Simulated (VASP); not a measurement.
# Ta6C in VASP: further runs

The runs below take Ta6C through single point, with PBE.

Program: VASP 6.6.1. These are calculated values, not measurements. Logs are shortened: lines on timing, memory, paths and dates and some standing lists are left out, and cuts for length are marked.

## (1) The cell of the first run

The cell holds a slab with vacuum, 7 atoms: a = 4.694 Å, b = 4.694 Å, c = 19.988 Å, α = 90.00°, β = 90.00°, γ = 120.00°.

## (2) Single point, PBE

The input, INCAR:

```
  PREC = Accurate
  ENCUT = 520
  EDIFF = 1E-7
  ISMEAR = 0
  SIGMA = 0.1
  LREAL = F
  LASPH = T
  NELM = 60
  ALGO = Normal
  ISIF = 2
  LWAVE = F
  LCHARG = F
  LDIPOL = T
  IDIPOL = 3
  DIPOL = 0.5 0.5 0.344
  GGA = PE
  NBANDS = 44
```

The input, KPOINTS:

```
Automatic mesh
0
Gamma
  6 6 1
```

The input, POSCAR:

```
Ta6C
1.0
    4.6937283333      0.0000000000      0.0000000000
   -2.3468641667      4.0648879751      0.0000000000
    0.0000000000      0.0000000000     19.9881921067
Ta C
6 1
Direct
    0.6666666667      0.3333333333      0.2001181487
    0.3333333333      0.6666666667      0.2480516125
    0.0000000000      0.0000000000      0.2959850764
    0.6666666667      0.3333333333      0.3401842440
    0.3333333333      0.6666666667      0.3819724415
    0.0000000000      0.0000000000      0.4246603225
    0.0000000000      0.0000000000      0.5197588004
```

Potentials or basis: VASP PAW PBE potentials, release 64 (Ta_pv, C).

Launch:

```console
$ cat potpaw_PBE.64/Ta_pv/POTCAR potpaw_PBE.64/C/POTCAR > POTCAR
$ mpirun -np 1 vasp_std > vasp.out
```

OUTCAR:

```text
PREC = Accurate
   ENCUT = 520
   EDIFF = 1E-7
   ISMEAR = 0
   LREAL = F
   LASPH = T
   NELM = 60
   ISIF = 2
   GGA = PE

 ion  position               nearest neighbor table
   1  0.667  0.333  0.200-   4 2.80   2 2.87   2 2.87   2 2.87   3 3.32   3 3.32   3 3.32
   2  0.333  0.667  0.248-   5 2.68   1 2.87   1 2.87   3 2.87   1 2.87   3 2.87   3 2.87   4 3.28
                             4 3.28   4 3.28
   3  0.000  0.000  0.296-   6 2.57   4 2.85   4 2.85   4 2.85   2 2.87   2 2.87   2 2.87   5 3.21
                             5 3.21   5 3.21   1 3.32   1 3.32   1 3.32
   4  0.667  0.333  0.340-   1 2.80   5 2.84   5 2.84   5 2.84   3 2.85   3 2.85   3 2.85   6 3.19
                             6 3.19   6 3.19   2 3.28   2 3.28   2 3.28
   5  0.333  0.667  0.382-   2 2.68   4 2.84   4 2.84   4 2.84   6 2.84   6 2.84   6 2.84   3 3.21
                             3 3.21   3 3.21
   6  0.000  0.000  0.425-   7 1.90   3 2.57   5 2.84   5 2.84   5 2.84   4 3.19   4 3.19   4 3.19

   7  0.000  0.000  0.520-   6 1.90

  LATTYP: Found a hexagonal cell.
 ALAT       =     4.6937283333
 C/A-ratio  =     4.2584893473

  Lattice vectors:

 A1 = (   4.6937283333,   0.0000000000,   0.0000000000)
 A2 = (  -2.3468641667,   4.0648879751,   0.0000000000)
 A3 = (   0.0000000000,   0.0000000000,  19.9881921067)

Analysis of symmetry for initial positions (statically):
=====================================================================
 Subroutine PRICEL returns:
 Original cell was already a primitive cell.

 Routine SETGRP: Setting up the symmetry group for a
 hexagonal supercell.

 Subroutine GETGRP returns: Found  6 space group operations
 (whereof  6 operations were pure point group operations)
 out of a pool of 24 trial point group operations.

The static configuration has the point symmetry C_3v.

Analysis of symmetry for dynamics (positions and initial velocities):
=====================================================================
 Subroutine PRICEL returns:
 Original cell was already a primitive cell.

 Routine SETGRP: Setting up the symmetry group for a
 hexagonal supercell.

 Subroutine GETGRP returns: Found  6 space group operations
 (whereof  6 operations were pure point group operations)
 out of a pool of 24 trial point group operations.

The dynamic configuration has the point symmetry C_3v.

 Subroutine INISYM returns: Found  6 space group operations
 (whereof  6 operations are pure point group operations),
 and found     1 'primitive' translations

----------------------------------------------------------------------------------------

                                     Primitive cell

  volume of cell :     381.3643

  direct lattice vectors                    reciprocal lattice vectors
     4.693728333  0.000000000  0.000000000     0.213050251  0.123004620  0.000000000
    -2.346864167  4.064887975  0.000000000     0.000000000  0.246009240  0.000000000
     0.000000000  0.000000000 19.988192107     0.000000000  0.000000000  0.050029537

  length of vectors
     4.693728333  4.693728333 19.988192107     0.246009240  0.246009240  0.050029537

  position of ions in fractional coordinates (direct lattice)
     0.666666667  0.333333333  0.200118149
     0.333333333  0.666666667  0.248051612
     0.000000000  0.000000000  0.295985076
     0.666666667  0.333333333  0.340184244
     0.333333333  0.666666667  0.381972441
     0.000000000  0.000000000  0.424660323
     0.000000000  0.000000000  0.519758800

  ion indices of the primitive-cell ions
   primitive index   ion index
                 1           1
                 2           2
                 3           3
                 4           4
                 5           5
                 6           6
                 7           7

----------------------------------------------------------------------------------------

 KPOINTS: Automatic mesh

Automatic generation of k-mesh.
 Grid dimensions read from file:
 generate k-points for:    6    6    1

 Generating k-lattice:

  Cartesian coordinates                     Fractional coordinates (reciprocal lattice)
     0.035508375  0.020500770  0.000000000     0.166666667  0.000000000  0.000000000
     0.000000000  0.041001540  0.000000000     0.000000000  0.166666667  0.000000000
     0.000000000  0.000000000  0.050029537     0.000000000  0.000000000  1.000000000

  Length of vectors
     0.041001540  0.041001540  0.050029537

  Shift w.r.t. Gamma in fractional coordinates (k-lattice)
     0.000000000  0.000000000  0.000000000

 Subroutine IBZKPT returns following result:
 ===========================================

 Found      7 irreducible k-points:

 Following reciprocal coordinates:
            Coordinates               Weight
  0.000000  0.000000  0.000000      1.000000
  0.166667 -0.000000  0.000000      6.000000
  0.333333  0.000000  0.000000      6.000000
  0.500000 -0.000000  0.000000      3.000000
  0.166667  0.166667  0.000000      6.000000
  0.333333  0.166667  0.000000     12.000000
  0.333333  0.333333  0.000000      2.000000
   k-points           NKPTS =      7   k-points in BZ     NKDIM =      7   number of bands    NBANDS=     44
   number of dos      NEDOS =    301   number of ions     NIONS =      7
   total plane-waves  NPLWV = 194400
   dimension x,y,z NGX =    36 NGY =   36 NGZ =  150
   dimension x,y,z NGXF=    72 NGYF=   72 NGZF=  300
   ions per type =               6   1
   NGX,Y,Z   is equivalent  to a cutoff of  12.75, 12.75, 12.48 a.u.
   NGXF,Y,Z  is equivalent  to a cutoff of  25.50, 25.50, 24.95 a.u.
 SYSTEM =  unknown system
   PREC   = accura    normal or accurate (medium, high low for compatibility)
   ISTART =      0    job   : 0-new  1-cont  2-samecut
   ICHARG =      2    charge: 1-file 2-atom 10-const
   ISPIN  =      1    spin polarized calculation?
   LNONCOLLINEAR =      F non collinear calculations
   LSORBIT =      F    spin-orbit coupling
   LASPH  =      T    aspherical Exc in radial PAW
   ENCUT  =  520.0 eV  38.22 Ry    6.18 a.u.   8.73  8.73 37.16*2*pi/ulx,y,z
   NELM   =     60;   NELMIN=  2; NELMDL= -5     # of ELM steps
   EDIFF  = 0.1E-06   stopping-criterion for ELM
   LREAL  =      F    real-space projection
   EDIFFG = 0.1E-05   stopping-criterion for IOM
   NSW    =      0    number of steps for IOM
   IBRION =     -1    ionic relax: 0-MD 1-quasi-New 2-CG
   NFREE  =      0    steps in history (QN), initial steepest desc. (CG)
   ISIF   =      2    stress and relaxation
   ISYM   =      2    0-nonsym 1-usesym 2-fastsym
   POTIM  = 0.5000    time-step for ionic-motion
   TEBEG  =    0.0;   TEEND  =   0.0 temperature during run
   PSTRESS=    0.0 pullay stress
   NELECT =      70.0000    total number of electrons
   NUPDOWN=      -1.0000    fix difference up-down
   EMIN   =  10.00;   EMAX   =-10.00  energy-range for DOS
   EFERMI =   0.00;   METHOD = LEGACY
   ISMEAR =     0;   SIGMA  =   0.10  broadening in eV -4-tet -1-fermi 0-gaus
   EFERMI_NEDOS =   21; number of points for ismear=-14 and -15
   IALGO  =     38    algorithm
   IMIX   =      4    mixing-type and parameters
     AMIX     =   0.40;   BMIX     =  1.00
     AMIX_MAG =   1.60;   BMIX_MAG =  1.00
  volume/ion in A,a.u.               =      54.48       367.65
  Fermi-wavevector in a.u.,A,eV,Ry     =   0.930381  1.758165 11.777323  0.865609
  Thomas-Fermi vector in A             =   2.056763
   LORBIT       =      0    0 simple, 1 ext, 2 COOP (PROOUT), +10 PAW based schemes
   GGA     = PE    functional components
   LHFCALC =     F    Hartree Fock is set to
   AEXX    =    0.0000 exact exchange contribution
   IVDW    =     0    specifies the selected vdW correction
   LEPSILON=     F    determine dielectric tensor
   LRPA    =     F    only Hartree local field effects (RPA)
 non-spin polarized calculation
 Gauss-broadening in eV      SIGMA  =   0.10
  energy-cutoff  :      520.00
  volume of cell :      381.36
 maximum number of plane-waves:     10285
 NGX is ok and might be reduce to    36
   NGX = 17   NGY = 17   NGZ = 75

 dipolmoment           0.000000      0.000000     -0.318725 electrons x Angstroem

 number of electron      69.9999991 magnetization

 dipolmoment           0.000000      0.000000      0.342365 electrons x Angstroem

 Free energy of the ion-electron system (eV)
  ---------------------------------------------------
  ext. energy  EPLUGINS =         0.00000000
  ---------------------------------------------------
  free energy    TOTEN  =       -68.52652395 eV

  energy without entropy =      -68.44800630  energy(sigma->0) =      -68.48726512

 E-fermi :  -1.7726     XC(G=0):  -5.0326

 val. band max:       -1.8580795728   @ k =   0.3333   0.1667   0.0000
 cond. band min:      -1.7717115518   @ k =   0.1667  -0.0000   0.0000
 fundamental gap:      0.0863680210
 Fermi energy:        -1.7725613082

 k-point     1 :       0.0000    0.0000    0.0000
  band No.  band energies     occupation
      1     -36.3152      2.00000
      2     -36.1722      2.00000
      3     -36.1722      2.00000
      4     -36.1597      2.00000
      5     -36.0379      2.00000
      6     -36.0379      2.00000
[... 36 lines left out ...]
     43       0.5982      0.00000
     44       1.2208      0.00000

 k-point     2 :       0.1667   -0.0000    0.0000
  band No.  band energies     occupation
      1     -36.3268      2.00000
      2     -36.2111      2.00000
      3     -36.1905      2.00000
      4     -36.1771      2.00000
      5     -36.0638      2.00000
      6     -36.0409      2.00000
[... 36 lines left out ...]
     43       0.4573      0.00000
     44       1.2502      0.00000

 k-point     3 :       0.3333    0.0000    0.0000
  band No.  band energies     occupation
      1     -36.3546      2.00000
      2     -36.2797      2.00000
      3     -36.2351      2.00000
      4     -36.1629      2.00000
      5     -36.0908      2.00000
      6     -36.0481      2.00000
[... 36 lines left out ...]
     43       0.3575      0.00000
     44       0.7525      0.00000

 k-point     4 :       0.5000   -0.0000    0.0000
  band No.  band energies     occupation
      1     -36.3704      2.00000
      2     -36.3096      2.00000
      3     -36.2561      2.00000
      4     -36.1382      2.00000
      5     -36.1006      2.00000
      6     -36.0486      2.00000
[... 36 lines left out ...]
     43       0.6460      0.00000
     44       0.8809      0.00000

 k-point     5 :       0.1667    0.1667    0.0000
  band No.  band energies     occupation
      1     -36.3471      2.00000
      2     -36.2403      2.00000
      3     -36.2182      2.00000
      4     -36.1955      2.00000
      5     -36.1161      2.00000
      6     -36.0019      2.00000
[... 36 lines left out ...]
     43       0.3801      0.00000
     44       0.7632      0.00000

 k-point     6 :       0.3333    0.1667    0.0000
  band No.  band energies     occupation
      1     -36.3659      2.00000
      2     -36.2837      2.00000
      3     -36.2482      2.00000
      4     -36.1568      2.00000
      5     -36.1424      2.00000
      6     -35.9885      2.00000
[... 36 lines left out ...]
     43       0.2578      0.00000
     44       0.5273      0.00000

 k-point     7 :       0.3333    0.3333    0.0000
  band No.  band energies     occupation
      1     -36.3644      2.00000
      2     -36.3050      2.00000
      3     -36.1958      2.00000
      4     -36.1912      2.00000
      5     -36.1468      2.00000
      6     -35.9670      2.00000
[... 36 lines left out ...]
     43      -0.0920      0.00000
     44       0.5613      0.00000

------------------------ aborting loop because EDIFF is reached ----------------------------------------

 vacuum level on the upper side and lower side of the slab       (xc-potential included)         1.527        -1.699

  FORCE on cell =-STRESS in cart. coord.  units (eV):
  Direction    XX          YY          ZZ          XY          YZ          ZX
  --------------------------------------------------------------------------------------
  -------------------------------------------------------------------------------------
  Total       -2.5252997     -2.5252997     -1.6952796      0.0000000      0.0000000      0.0000000
  in kB      -10.6092201    -10.6092201     -7.1221626      0.0000000      0.0000000      0.0000000
  external PRESSURE =      -9.4468676 kB  Pullay stress =       0.0000000 kB

 VOLUME and BASIS-vectors are now :
 -----------------------------------------------------------------------------
  energy-cutoff  :      520.00
  volume of cell :      381.36
      direct lattice vectors                 reciprocal lattice vectors
     4.693728333  0.000000000  0.000000000     0.213050251  0.123004620  0.000000000
    -2.346864167  4.064887975  0.000000000     0.000000000  0.246009240  0.000000000
     0.000000000  0.000000000 19.988192107     0.000000000  0.000000000  0.050029537

 POSITION                                       TOTAL-FORCE (eV/Angst)
 -----------------------------------------------------------------------------------
      2.34686      1.35496      4.00000        -0.000000      0.000000      1.908210
     -0.00000      2.70993      4.95810         0.000000     -0.000000     -0.015223
      0.00000      0.00000      5.91621         0.000000     -0.000000     -2.600967
      2.34686      1.35496      6.79967        -0.000000     -0.000000     -0.352144
     -0.00000      2.70993      7.63494         0.000000      0.000000      0.799174
      0.00000      0.00000      8.48819        -0.000000      0.000000      0.141142
      0.00000      0.00000     10.38904         0.000000      0.000000      0.119808
 -----------------------------------------------------------------------------------
    total drift:                                0.000000      0.000000      0.000101

  FREE ENERGIE OF THE ION-ELECTRON SYSTEM (eV)
  ---------------------------------------------------
  free  energy   TOTEN  =       -68.5265239507 eV

  energy  without entropy=      -68.4480062960  energy(sigma->0) =      -68.48726512

 vacuum level on the upper side and lower side of the slab         4.914         1.617
```

It took 4.6 min on 1 thread of Intel Xeon Platinum 8488C (Sapphire Rapids), shared host; peak memory 0.5 GiB.

Results:

- Free energy: -68.5265 eV
- Largest force: 2.601 eV/Å
- Band gap on the k mesh: zero (band 35 reaches -1.75 eV, above the bottom of band 36 at -1.77 eV)

Forces in eV/Å, atoms in the order of the input:
```
Ta   0.000  0.000  1.908
Ta   0.000  0.000 -0.015
Ta   0.000  0.000 -2.601
Ta   0.000  0.000 -0.352
Ta   0.000  0.000  0.799
Ta   0.000  0.000  0.141
C    0.000  0.000  0.120
```

Levels at points of the mesh, in eV from the Fermi level:
| k point | band 33 | band 34 | band 35 | band 36 | band 37 | band 38 |
| --- | --- | --- | --- | --- | --- | --- |
| (0.00, 0.00, 0.00) | -0.28 | -0.28 | -0.11 | 0.10 | 0.10 | 0.38 |
| (0.50, 0.00, 0.00) | -0.71 | -0.22 | -0.21 | 0.08 | 0.14 | 0.91 |

Caveat: spin-orbit coupling is left out, which moves the levels of the heavy elements.

(Part 1 of 2 ends here.)
